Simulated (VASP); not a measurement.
# ZnS (R3m) in VASP: single point with PBEsol

Aim: the single point of ZnS with PBEsol.

Program: VASP 6.6.1. These are calculated values, not measurements. Logs are shortened: lines on timing, memory, paths and dates and some standing lists are left out, and cuts for length are marked.

### 1 The cell of the first run

Symmetry: R3m, No. 160, trigonal system. Conventional cell: a = 4.013 Å, b = 4.013 Å, c = 8.956 Å, α = 90.00°, β = 90.00°, γ = 120.00°. Within 3.1 Å of Zn (site symmetry 3m) lie 4 S at 2.33 to 2.41 Å. Within 3.1 Å of S (site symmetry 3m) lie 4 Zn at 2.33 to 2.41 Å.

### 2 Single point, PBEsol

INCAR reads:

```
SYSTEM = ZnS
PREC     = Accurate       ! precision mode
ENCUT    = 520            ! plane-wave cutoff, eV
EDIFF    = 1E-6           ! SCF threshold, eV
ISMEAR   = 0              ! smearing method
SIGMA    = 0.02           ! smearing width, eV
LREAL    = .FALSE.        ! projectors in reciprocal space
LASPH    = .TRUE.         ! aspherical terms in the spheres
NELM     = 100            ! most SCF steps
ALGO     = Normal         ! electronic algorithm
ISIF     = 2              ! what is computed and relaxed
LWAVE    = .FALSE.        ! write WAVECAR
LCHARG   = .FALSE.        ! write CHGCAR
GGA      = PS             ! functional
NBANDS   = 16             ! bands
```

KPOINTS reads:

```
regular mesh
0
G
  9 9 9
  0 0 0
```

POSCAR reads:

```
ZnS
1.0
    4.0125456552      0.0000000000      0.0000000000
   -2.0062728276      3.4749664712      0.0000000000
    2.0062728276     -1.1583221571      2.9854113477
Zn S
1 1
Direct
    0.0048828599     -0.0048828599     -0.0146485797
    0.7451171401      0.2548828599      0.7646485797
```

Potentials or basis: VASP PAW PBE potentials, release 64 (Zn, S).

Started as:

```bash
$ cat potpaw_PBE.64/Zn/POTCAR potpaw_PBE.64/S/POTCAR > POTCAR
$ mpirun -np 1 vasp_std > vasp.out
```

OUTCAR:

```text
SYSTEM = ZnS
   PREC = Accurate
   ENCUT = 520
   EDIFF = 1E-6
   ISMEAR = 0
   LREAL = .FALSE.
   LASPH = .TRUE.
   NELM = 100
   ISIF = 2
   GGA = PS

 ion  position               nearest neighbor table
   1  0.005  0.995  0.985-   2 2.33   2 2.41   2 2.41   2 2.41
   2  0.745  0.255  0.765-   1 2.33   1 2.41   1 2.41   1 2.41

  LATTYP: Found a trigonal (rhomboedric) cell.
 ALAT       =     3.7788254515
 COS(alpha) =     0.4362373311

  Lattice vectors:

 A1 = (   0.0000000000,   2.3166443141,   2.9854113477)
 A2 = (  -2.0062728276,  -1.1583221571,   2.9854113477)
 A3 = (   2.0062728276,  -1.1583221571,   2.9854113477)

Analysis of symmetry for initial positions (statically):
=====================================================================
 Subroutine PRICEL returns:
 Original cell was already a primitive cell.

 Routine SETGRP: Setting up the symmetry group for a
 trigonal (rhombohedral) supercell.

 Subroutine GETGRP returns: Found  6 space group operations
 (whereof  6 operations were pure point group operations)
 out of a pool of 12 trial point group operations.

The static configuration has the point symmetry C_3v.

Analysis of symmetry for dynamics (positions and initial velocities):
=====================================================================
 Subroutine PRICEL returns:
 Original cell was already a primitive cell.

 Routine SETGRP: Setting up the symmetry group for a
 trigonal (rhombohedral) supercell.

 Subroutine GETGRP returns: Found  6 space group operations
 (whereof  6 operations were pure point group operations)
 out of a pool of 12 trial point group operations.

The dynamic configuration has the point symmetry C_3v.

 Subroutine INISYM returns: Found  6 space group operations
 (whereof  6 operations are pure point group operations),
 and found     1 'primitive' translations

----------------------------------------------------------------------------------------

                                     Primitive cell

  volume of cell :      41.6270

  direct lattice vectors                    reciprocal lattice vectors
     4.012545655  0.000000000  0.000000000     0.249218348  0.143886280 -0.111654072
    -2.006272828  3.474966471  0.000000000     0.000000000  0.287772561  0.111654072
     2.006272828 -1.158322157  2.985411348     0.000000000  0.000000000  0.334962216

  length of vectors
     4.012545655  4.012545655  3.778825452     0.308674065  0.308674065  0.334962216

  position of ions in fractional coordinates (direct lattice)
     0.004882860  0.995117140  0.985351420
     0.745117140  0.254882860  0.764648580

  ion indices of the primitive-cell ions
   primitive index   ion index
                 1           1
                 2           2

----------------------------------------------------------------------------------------

 KPOINTS: regular mesh

Automatic generation of k-mesh.
 Grid dimensions read from file:
 generate k-points for:    9    9    9

 Generating k-lattice:

  Cartesian coordinates                     Fractional coordinates (reciprocal lattice)
     0.027690928  0.015987364 -0.012406008     0.111111111 -0.000000000  0.000000000
     0.000000000  0.031974729  0.012406008     0.000000000  0.111111111  0.000000000
     0.000000000  0.000000000  0.037218024     0.000000000  0.000000000  0.111111111

  Length of vectors
     0.034297118  0.034297118  0.037218024

  Shift w.r.t. Gamma in fractional coordinates (k-lattice)
     0.000000000  0.000000000  0.000000000

 Subroutine IBZKPT returns following result:
 ===========================================

 Found     85 irreducible k-points:

 Following reciprocal coordinates:
            Coordinates               Weight
  0.000000  0.000000  0.000000      1.000000
  0.111111  0.000000 -0.000000      6.000000
  0.222222 -0.000000  0.000000      6.000000
  0.333333  0.000000  0.000000      6.000000
  0.444444 -0.000000  0.000000      6.000000
  0.111111  0.111111 -0.000000      6.000000
[... 16 lines left out ...]
 -0.333333  0.333333  0.000000      6.000000
  0.444444  0.444444  0.000000      6.000000
 [... further k-points ...]
   k-points           NKPTS =     85   k-points in BZ     NKDIM =     85   number of bands    NBANDS=     16
   number of dos      NEDOS =    301   number of ions     NIONS =      2
   total plane-waves  NPLWV =  25200
   dimension x,y,z NGX =    30 NGY =   30 NGZ =   28
   dimension x,y,z NGXF=    60 NGYF=   60 NGZF=   56
   ions per type =               1   1
   NGX,Y,Z   is equivalent  to a cutoff of  12.43, 12.43, 12.32 a.u.
   NGXF,Y,Z  is equivalent  to a cutoff of  24.86, 24.86, 24.64 a.u.
 SYSTEM =  ZnS
   PREC   = accura    normal or accurate (medium, high low for compatibility)
   ISTART =      0    job   : 0-new  1-cont  2-samecut
   ICHARG =      2    charge: 1-file 2-atom 10-const
   ISPIN  =      1    spin polarized calculation?
   LNONCOLLINEAR =      F non collinear calculations
   LSORBIT =      F    spin-orbit coupling
   LASPH  =      T    aspherical Exc in radial PAW
   ENCUT  =  520.0 eV  38.22 Ry    6.18 a.u.   7.46  7.46  7.03*2*pi/ulx,y,z
   NELM   =    100;   NELMIN=  2; NELMDL= -5     # of ELM steps
   EDIFF  = 0.1E-05   stopping-criterion for ELM
   LREAL  =      F    real-space projection
   EDIFFG = 0.1E-04   stopping-criterion for IOM
   NSW    =      0    number of steps for IOM
   IBRION =     -1    ionic relax: 0-MD 1-quasi-New 2-CG
   NFREE  =      0    steps in history (QN), initial steepest desc. (CG)
   ISIF   =      2    stress and relaxation
   ISYM   =      2    0-nonsym 1-usesym 2-fastsym
   POTIM  = 0.5000    time-step for ionic-motion
   TEBEG  =    0.0;   TEEND  =   0.0 temperature during run
   PSTRESS=    0.0 pullay stress
   NELECT =      18.0000    total number of electrons
   NUPDOWN=      -1.0000    fix difference up-down
   EMIN   =  10.00;   EMAX   =-10.00  energy-range for DOS
   EFERMI =   0.00;   METHOD = LEGACY
   ISMEAR =     0;   SIGMA  =   0.02  broadening in eV -4-tet -1-fermi 0-gaus
   EFERMI_NEDOS =   21; number of points for ismear=-14 and -15
   IALGO  =     38    algorithm
   IMIX   =      4    mixing-type and parameters
     AMIX     =   0.40;   BMIX     =  1.00
     AMIX_MAG =   1.60;   BMIX_MAG =  1.00
  volume/ion in A,a.u.               =      20.81       140.46
  Fermi-wavevector in a.u.,A,eV,Ry     =   1.237962  2.339409 20.851616  1.532551
  Thomas-Fermi vector in A             =   2.372508
   LORBIT       =      0    0 simple, 1 ext, 2 COOP (PROOUT), +10 PAW based schemes
   GGA     = PS    functional components
   LHFCALC =     F    Hartree Fock is set to
   AEXX    =    0.0000 exact exchange contribution
   IVDW    =     0    specifies the selected vdW correction
   LEPSILON=     F    determine dielectric tensor
   LRPA    =     F    only Hartree local field effects (RPA)
 non-spin polarized calculation
 Gauss-broadening in eV      SIGMA  =   0.02
  energy-cutoff  :      520.00
  volume of cell :       41.63
 maximum number of plane-waves:      1136
 NGX is ok and might be reduce to    30
   NGX = 15   NGY = 15   NGZ = 15

 number of electron      18.0000003 magnetization

 Free energy of the ion-electron system (eV)
  ---------------------------------------------------
  ext. energy  EPLUGINS =         0.00000000
  ---------------------------------------------------
  free energy    TOTEN  =        -7.47147553 eV

  energy without entropy =       -7.47147553  energy(sigma->0) =       -7.47147553

 E-fermi :   1.8754     XC(G=0):  -9.6072

 val. band max:        1.7363159194   @ k =   0.0000   0.0000   0.0000
 cond. band min:       3.1802902716   @ k =   0.0000   0.0000   0.0000
 fundamental gap:      1.4439743522
 Fermi energy:         1.8754271737

 k-point     1 :       0.0000    0.0000    0.0000
  band No.  band energies     occupation
      1     -11.2500      2.00000
      2      -4.6421      2.00000
      3      -4.6421      2.00000
      4      -4.6159      2.00000
      5      -4.2053      2.00000
      6      -4.2053      2.00000
[... 8 lines left out ...]
     15      13.2457      0.00000
     16      13.2457      0.00000

 k-point     2 :       0.1111    0.0000   -0.0000
  band No.  band energies     occupation
      1     -11.1685      2.00000
      2      -4.6405      2.00000
      3      -4.6267      2.00000
      4      -4.6015      2.00000
      5      -4.2079      2.00000
      6      -4.2047      2.00000
[... 8 lines left out ...]
     15      12.8251      0.00000
     16      13.7006      0.00000

 k-point     3 :       0.2222   -0.0000    0.0000
  band No.  band energies     occupation
      1     -10.9493      2.00000
      2      -4.6163      2.00000
      3      -4.5897      2.00000
      4      -4.5638      2.00000
      5      -4.2112      2.00000
      6      -4.1991      2.00000
[... 8 lines left out ...]
     15      12.7508      0.00000
     16      13.7422      0.00000

 k-point     4 :       0.3333    0.0000    0.0000
  band No.  band energies     occupation
      1     -10.6730      2.00000
      2      -4.5615      2.00000
      3      -4.5527      2.00000
      4      -4.4671      2.00000
      5      -4.2076      2.00000
      6      -4.1834      2.00000
[... 8 lines left out ...]
     15      13.1729      0.00000
     16      13.6486      0.00000
[... 324 lines left out ...]
 k-point    22 :      -0.4444    0.3333   -0.0000
  band No.  band energies     occupation
      1     -10.2563      2.00000
      2      -4.6214      2.00000
      3      -4.4072      2.00000
      4      -4.3657      2.00000
      5      -4.1555      2.00000
      6      -4.1149      2.00000
[... 8 lines left out ...]
     15      14.8553      0.00000
     16      16.5129      0.00000

 k-point    23 :      -0.3333    0.3333    0.0000
  band No.  band energies     occupation
      1     -10.4300      2.00000
      2      -4.6608      2.00000
      3      -4.4349      2.00000
      4      -4.4172      2.00000
      5      -4.2105      2.00000
      6      -4.1560      2.00000
[... 8 lines left out ...]
     15      14.5122      0.00000
     16      17.5194      0.00000

 k-point    24 :       0.4444    0.4444    0.0000
  band No.  band energies     occupation
      1     -10.1103      2.00000
      2      -4.6102      2.00000
      3      -4.3728      2.00000
      4      -4.3176      2.00000
      5      -4.1443      2.00000
      6      -3.9813      2.00000
[... 8 lines left out ...]
     15      14.6380      0.00000
     16      15.9152      0.00000

 [... further k-points ...]
[... 5 lines left out ...]
  --------------------------------------------------------------------------------------
  -------------------------------------------------------------------------------------
  Total       -1.9913365     -1.9913365      0.0426540     -0.0000000     -0.0000000      0.0000000
  in kB      -76.6444043    -76.6444043      1.6417077     -0.0000000     -0.0000000      0.0000000
  external PRESSURE =     -50.5490336 kB  Pullay stress =       0.0000000 kB

 VOLUME and BASIS-vectors are now :
 -----------------------------------------------------------------------------
  energy-cutoff  :      520.00
  volume of cell :       41.63
      direct lattice vectors                 reciprocal lattice vectors
     4.012545655  0.000000000  0.000000000     0.249218348  0.143886280 -0.111654072
    -2.006272828  3.474966471  0.000000000     0.000000000  0.287772561  0.111654072
     2.006272828 -1.158322157  2.985411348     0.000000000  0.000000000  0.334962216

 POSITION                                       TOTAL-FORCE (eV/Angst)
 -----------------------------------------------------------------------------------
      0.00000      2.31664      2.94168         0.000000      0.000000     -0.001294
      4.01255     -0.00000      2.28279        -0.000000     -0.000000      0.001294
 -----------------------------------------------------------------------------------
    total drift:                               -0.000102      0.000061      0.000546

  FREE ENERGIE OF THE ION-ELECTRON SYSTEM (eV)
  ---------------------------------------------------
  free  energy   TOTEN  =        -7.4714755319 eV

  energy  without entropy=       -7.4714755319  energy(sigma->0) =       -7.47147553
```

Wall time 51 s (1 thread of AMD EPYC 7R43 (Zen 3), shared host); peak memory 0.16 GiB.

Results:

```
Free energy            : -7.4715 eV
Pressure               : -5.1 GPa
Band gap on the k mesh : 1.44 eV, direct
```

Caveat: the PAW data sets were made with another functional, which shifts forces and pressure a little.
